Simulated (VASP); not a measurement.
Input of a VASP 6.6.1 run:

File INCAR:

```
SYSTEM = Al2Cu
PREC     = Accurate       ! precision mode
ENCUT    = 520            ! plane-wave cutoff, eV
EDIFF    = 1E-7           ! SCF threshold, eV
ISMEAR   = 0              ! smearing method
SIGMA    = 0.15           ! smearing width, eV
LREAL    = .FALSE.        ! projectors in reciprocal space
LASPH    = .TRUE.         ! aspherical terms in the spheres
NELM     = 80             ! most SCF steps
ALGO     = Fast           ! electronic algorithm
ISIF     = 2              ! what is computed and relaxed
LWAVE    = .FALSE.        ! write WAVECAR
LCHARG   = .FALSE.        ! write CHGCAR
GGA      = PS             ! functional
NBANDS   = 26             ! bands
```

The input KPOINTS:

```
regular mesh
0
G
  10 10 10
  0 0 0
```

File POSCAR:

```
Al2Cu
1.0
   -3.0564500000      3.0564500000      2.4621000000
    3.0564500000     -3.0564500000      2.4621000000
    3.0564500000      3.0564500000     -2.4621000000
Al Cu
4 2
Direct
    0.1593210787      0.6593210787      0.8186421574
    0.6593210787      0.8406789213      0.5000000000
    0.8406789213      0.3406789213      0.1813578426
    0.3406789213      0.1593210787      0.5000000000
    0.7500000000      0.7500000000      0.0000000000
    0.2500000000      0.2500000000      0.0000000000
```

Potentials or basis: VASP PAW PBE potentials, release 64 (Al, Cu).

Command:

```bash
$ cat potpaw_PBE.64/Al/POTCAR potpaw_PBE.64/Cu/POTCAR > POTCAR
$ mpirun -np 1 vasp_std > vasp.out
```

Problem. What does it give for the band gap on the k mesh?

Solution. Zero (bands 17 and 18 overlap by 4.25 eV).

Problem. Estimate the pressure.

Solution. -5.5 GPa.

Problem. Estimate the largest force.

Solution. 0.034 eV/Å.

Stress tensor (GPa, compression positive):
```
-5.51  0.00  0.00
 0.00 -5.51  0.00
 0.00  0.00 -5.61
```

Caveat: the cell stands under tension; the PAW data sets were made with another functional, which shifts forces and pressure a little.
